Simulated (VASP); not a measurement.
Runs of VASP 6.6.1 on CdS. The structure is that of space group F-43m (No. 216), or close to it. The cells are those of the table. 

```csv
task,cell,cutoff (eV),gap on the mesh (eV),pressure (GPa)
single point,"a = 3.920 Å, angles 60.0°, 2 atoms",520,1.21,(c)
relaxation of cell and atoms,"relaxed to 2 GPa from a = 4.070 Å, angles 60.0°, 2 atoms",600,(b),2.0
relaxation of cell and atoms,"relaxed to 1 GPa from a = 4.070 Å, angles 60.0°, 2 atoms",600,0.99,1.0
relaxation of cell and atoms,"relaxed to 15 GPa from a = 4.070 Å, angles 60.0°, 2 atoms",600,1.27,15.0
single point,"a = 4.032 Å, angles 60.0°, 2 atoms",520,1.04,2.7
single point,"a = 3.866 Å, angles 60.0°, 2 atoms",520,1.29,(a)
relaxation of cell and atoms,"relaxed to 7 GPa from a = 4.070 Å, angles 60.0°, 2 atoms",600,1.14,7.0
relaxation of cell and atoms,"relaxed to 10 GPa from a = 4.070 Å, angles 60.0°, 2 atoms",600,1.19,10.0
```

Alike in all rows: level LDA; potentials or basis VASP PAW LDA potentials, release 64 (Cd, S); no spin polarisation; k mesh 8 × 8 × 8; smearing gaussian 0.01 eV.

Fill in the values left out.

(a) 16.0; (b) 1.02; (c) 10.9.

Caveats: the cell is relaxed towards a set pressure, so the run minimises the enthalpy, not the energy (at least some runs); the cell stands under pressure (at least some runs).

A k mesh can miss the band edges, and the runs leave out spin-orbit coupling on Cd.
